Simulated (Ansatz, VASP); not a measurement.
# Co in VASP and in Ansatz

The input INCAR:

```
SYSTEM = Co
  PREC = Accurate
  ENCUT = 520
  EDIFF = 1E-6
  ISMEAR = 1
  SIGMA = 0.2
  LREAL = .FALSE.
  LASPH = .TRUE.
  NELM = 150
  ALGO = Normal
  ISIF = 2
  LWAVE = .FALSE.
  LCHARG = .TRUE.
  ISPIN = 2
  MAGMOM = 1.69 1.69
  LORBIT = 11
  LMAXMIX = 4
  GGA = PE
  LELF = .TRUE.
  LVHAR = .TRUE.
  NBANDS = 20
```

Contents of KPOINTS:

```
regular mesh
0
G
  14 14 8
  0 0 0
```

Contents of POSCAR:

```
Co
1.0
    2.4935221926      0.0000000000      0.0000000000
   -1.2467610963      2.1594535637      0.0000000000
    0.0000000000      0.0000000000      4.0277844638
Co
2
Direct
    0.3333333333      0.6666666667      0.2500000000
    0.6666666667      0.3333333333      0.7500000000
```

Input for Ansatz:

```yaml
crystal:
  lattice:
    - [2.4935221926, 0.0, 0.0]
    - [-1.2467610963, 2.1594535637, 0.0]
    - [0.0, 0.0, 4.0277844638]
  atoms:
    - { symbol: Co, position: [0.3333333333, 0.6666666667, 0.25], spin: 1.69 }
    - { symbol: Co, position: [0.6666666667, 0.3333333333, 0.75], spin: 1.69 }
hamiltonian:
  xc: pbe
  pseudopotentials:
    kind: paw
    azcp:
      Co: "pseudopotentials/Co.paw.azcp"
basis:
  ecutwfc: 420
  fft_grid_basis: typed
kpoints:
  mp_grid: { grid: [14, 14, 8], shift: [0, 0, 0] }
magnetization:
  spin_polarized: true
scf:
  occupations: { method: methfessel_paxton, width: 0.2 }
  lower_state_search: "off"
output:
  stress: true
  write_density: true
  write_potential: true
  elf: true
  volumetric_format: npy
```

Alike in both runs: task single point; functional PBE; k mesh 14 × 14 × 8; occupations methfessel-paxton of order 1, width 0.2 eV; collinear spin.

|  | VASP | Ansatz |
| --- | --- | --- |
| version | VASP 6.6.1 | Ansatz 0.2.0 |
| potentials or method | VASP PAW PBE potentials, release 64 (Co), cutoff 520 eV | plane waves (420 eV) with PAW, scalar-relativistic |
| valence electrons in the cell | 18 | 34 |

Ansatz gave:

```
pressure (GPa)                                                : -0.1
traceless stress, the component that is largest in VASP (GPa) : -0.06
net moment per atom (μB)                                      : 1.59
size of the moment on the site where the two differ most (μB) : 1.66
```

Question: Estimate VASP's values.

Answer: Pressure (GPa): -0.9; traceless stress, the component that is largest in VASP (GPa): -0.11; net moment per atom (μB): 1.57; size of the moment on the site where the two differ most (μB): 1.59.

Site moments also hang on the region over which each program counts them. VASP's potentials hold 18 valence electrons a cell and Ansatz's 34, so a difference there can come from the potentials and not from the codes. Ansatz's warnings: stability check not made.
